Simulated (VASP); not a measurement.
Wanted: the native input for a VASP 6.6.1 run.

```
Task                   : single point
Functional             : PBE
Potentials or basis    : VASP PAW PBE potentials, release 64 (Sn_d)
Cutoff                 : 500 eV
k mesh                 : 6 × 6 × 4
Occupations            : gaussian, width 0.1 eV
Spin                   : no spin polarisation
Dipole correction      : no
Further INCAR settings : ALGO = Normal; EDIFF = 1e-06; NBANDS = 28
```

The structure of Sn lies in POSCAR:

```
Sn
1.0
    4.3547882583      0.0000000000      0.0000000000
   -2.1773941292      3.7713572598      0.0000000000
    0.0000000000      0.0000000000      5.3721952813
Sn
3
Direct
    0.3333074592      0.0000000000      0.3333333333
    0.0000000000      0.3333074592      0.6666666667
    0.6666925408      0.6666925408      0.0000000000
```

This isn't the form of Sn at room conditions, which is tetragonal (white tin).

One way to write it, as run:

INCAR

```
SYSTEM = Sn
  ALGO = Normal
  EDIFF = 1E-6
  ENCUT = 500
  GGA = PE
  GGA_COMPAT = .False.
  ISIF = 2
  ISMEAR = 0
  LASPH = .True.
  LCHARG = .False.
  LREAL = .False.
  LWAVE = .False.
  NBANDS = 28
  NELM = 120
  PREC = Accurate
  SIGMA = 0.1
```

KPOINTS

```
k-points
0
Gamma
  6 6 4
  0 0 0
```

Potentials or basis: VASP PAW PBE potentials, release 64 (Sn_d).

Launch:

```sh
$ cat potpaw_PBE.64/Sn_d/POTCAR > POTCAR
$ mpirun -np 1 vasp_std > vasp.out
```

Results of the run:

```json
{
  "Pressure": "-0.1 GPa",
  "Band gap on the k mesh": "zero (bands 21 and 22 overlap by 2.67 eV)"
}
```

Caveat: spin-orbit coupling is left out, which moves the levels of the heavy elements.

Run time: 14 s on 1 thread of Intel(R) Xeon(R) 6975P-C (Granite Rapids) (shared host), peak memory 0.2 GiB.
